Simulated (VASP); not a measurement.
Cu:

```
Cu
1.0
     0.00000    1.79537    1.79537
     1.79537    0.00000    1.79537
     1.79537    1.79537    0.00000
Cu
1
Cartesian
  0.0000 0.0000 0.0000
```

Base run:

```yaml
Program: VASP 6.6.1
Functional: RPBE
Dispersion: D3(BJ)
Potentials_or_basis: VASP PAW PBE potentials, release 64 (Cu)
Cutoff: 600 eV
k_mesh: 13 × 13 × 13
Occupations: fermi-dirac, width 0.05 eV
Spin: no spin polarisation
```

Its results: pressure -29.9 GPa.

Q: After a change of settings the same cell gave: pressure 10.6 GPa. Which change was it?
A. functional from RPBE to r2SCAN; dispersion from D3(BJ) to rVV10; cutoff from 600 eV to 520 eV
B. dispersion from D3(BJ) to none
C. functional from RPBE to revPBE
D. functional from RPBE to PBEsol

A: B.

Dispersion adds attraction, which lowers the pressure at fixed volume and, as a term added to the energy, leaves the levels alone.

Caveats: the PAW data sets were made with another functional, which shifts forces and pressure a little; pairwise dispersion overbinds metals, which lowers pressure and volume (some runs).
